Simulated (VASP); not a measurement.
A run of VASP 6.6.1 is set up as follows.

Contents of INCAR:

```
ALGO = Normal ; EDIFF = 1E-7
ENCUT = 520 ; GGA = PE
ISIF = 2 ; ISMEAR = 0
LASPH = T ; LCHARG = F
LREAL = F ; LWAVE = F
NBANDS = 19 ; NELM = 80
PREC = Accurate ; SIGMA = 0.1
```

Contents of KPOINTS:

```
k-points
0
Gamma
  6 6 4
```

File POSCAR:

```
Be4Mo
1.0
    3.1334089400      0.0000000000      0.0000000000
   -1.5667044700      2.7136117500      0.0000000000
    0.0000000000      0.0000000000      6.3506220300
Be Mo
4 1
Direct
    0.5000000000      0.0000000000      0.7858511000
    0.0000000000      0.5000000000      0.7858511000
    0.5000000000      0.5000000000      0.7858511000
    0.0000000000      0.0000000000      0.9302219900
    0.0000000000      0.0000000000      0.3633816500
```

Potentials or basis: VASP PAW PBE potentials, release 64 (Be, Mo_sv).

Run with:

```console
$ cat potpaw_PBE.64/Be/POTCAR potpaw_PBE.64/Mo_sv/POTCAR > POTCAR
$ mpirun -np 1 vasp_std > vasp.out
```

Question: Estimate the band gap on the k mesh.

Answer: Zero (bands 11 and 12 overlap by 0.79 eV).

Question: Estimate the pressure.

Answer: 51.3 GPa.

Forces on the atoms (eV/Å):
```
Be   0.000  0.000 -2.540
Be   0.000  0.000 -2.540
Be   0.000  0.000 -2.540
Be   0.000  0.000  6.252
Mo   0.000  0.000  1.368
```

Caveat: the k points lie up to 0.39 Å⁻¹ apart, too coarse for converged energies and pressures of a metal; forces of over 1 eV/Å act on the atoms, so gaps and moduli don't describe the material at rest.
